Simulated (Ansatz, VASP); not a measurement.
FePt in VASP and in Ansatz

The input INCAR:

```
PREC = Accurate ; ENCUT = 520
EDIFF = 1E-6 ; ISMEAR = -1
SIGMA = 0.05 ; LREAL = False
LASPH = True ; NELM = 150
ALGO = Normal ; ISIF = 2
LWAVE = False ; LCHARG = False
ISPIN = 2 ; MAGMOM = 0 3
LORBIT = 11 ; LMAXMIX = 4
GGA = CA ; NBANDS = 20
```

File KPOINTS:

```
Automatic mesh
0
Gamma
  10 10 7
```

The input POSCAR:

```
FePt
1.0
    2.6866914338      0.0000000000      0.0000000000
    0.0000000000      2.6866914338      0.0000000000
    0.0000000000      0.0000000000      3.6697235666
Pt Fe
1 1
Direct
    0.5000000000      0.5000000000      0.5000000000
    0.0000000000      0.0000000000      0.0000000000
```

File input.yaml:

```yaml
crystal:
  lattice:
    - [2.6866914338, 0.0, 0.0]
    - [0.0, 2.6866914338, 0.0]
    - [0.0, 0.0, 3.6697235666]
  atoms:
    - { symbol: Pt, position: [0.5, 0.5, 0.5] }
    - { symbol: Fe, position: [0.0, 0.0, 0.0], spin: 3.0 }
hamiltonian:
  xc: lda
  pseudopotentials: { kind: paw }
magnetization:
  spin_polarized: true
kpoints:
  mp_grid: { grid: [10, 10, 7] }
scf:
  occupations: { method: fermi_dirac, width: 0.05 }
output:
  forces: true
  stress: true
  eigenvalues: true
  write_density: true
  write_potential: true
  elf: true
  volumetric_format: npy
```

Alike in both runs: task single point; functional LDA; k mesh 10 × 10 × 7; occupations fermi-dirac, width 0.05 eV; collinear spin.

```csv
,VASP,Ansatz
version,VASP 6.6.1,Ansatz 0.2.0
potentials or method,"VASP PAW LDA potentials, release 64 (Pt, Fe)",Ansatz PAW
plane-wave cutoff (eV),520,420
valence electrons in the cell,18,34
```

```tsv
	VASP	Ansatz	Ansatz less VASP
gap on the k mesh at the Fermi level (eV)	none	none	-
pressure (GPa)	-3.8	-3.8	+0.03
traceless stress, the component that is largest in VASP (GPa)	0.75	0.73	-0.019
net moment per atom (μB)	1.58	1.59	+0.013
size of the moment on the site where the two differ most (μB)	2.74	2.80	+0.063
```

LDA's correlation is that of Perdew and Zunger in VASP and of Perdew and Wang (1992) in Ansatz. Site moments also hang on the region over which each program counts them. A gap of «none» marks a metal or a gap that the smearing closes. VASP's potentials hold 18 valence electrons a cell and Ansatz's 34, so a difference there can come from the potentials and not from the codes.

Spin-orbit coupling is off throughout.
